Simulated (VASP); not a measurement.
AlN, 4 atoms in the cell. Symmetry: P6_3mc, No. 186, hexagonal system. The conventional cell has a = 3.047 Å, b = 3.047 Å, c = 4.876 Å, α = 90.00°, β = 90.00°, γ = 120.00°. Al (site symmetry 3m) has 4 N at 1.85 to 1.88 Å within 2.5 Å. Within 2.5 Å of N (site symmetry 3m) lie 4 Al at 1.85 to 1.88 Å.  This cell differs from its parent crystal: volume scaled by 0.94.

| Item | Value |
| --- | --- |
| Program | VASP 6.6.1 |
| Task | electric field gradients |
| Functional | PBE |
| Potentials or basis | VASP PAW PBE potentials, release 64 (Al, N) |
| Cutoff | 520 eV |
| k mesh | 11 × 11 × 6 |
| Occupations | fermi-dirac, width 0.02 eV |
| Spin | no spin polarisation |
| Dipole correction | no |
| Further INCAR settings | ALGO = Normal; EDIFF = 1e-08; NBANDS = 16 |

Potentials or basis: VASP PAW PBE potentials, release 64 (Al, N).

Command:

```bash
$ cat potpaw_PBE.64/Al/POTCAR potpaw_PBE.64/N/POTCAR > POTCAR
$ mpirun -np 1 vasp_std > vasp.out
```

Hardware: 1 thread of Intel(R) Xeon(R) 6975P-C (Granite Rapids), on a shared host.

How long does it take, and how much memory?

It took 16 s on 1 thread of Intel(R) Xeon(R) 6975P-C (Granite Rapids) (shared host), peak memory 0.16 GiB. Counts: scf iterations 17, k points 64.
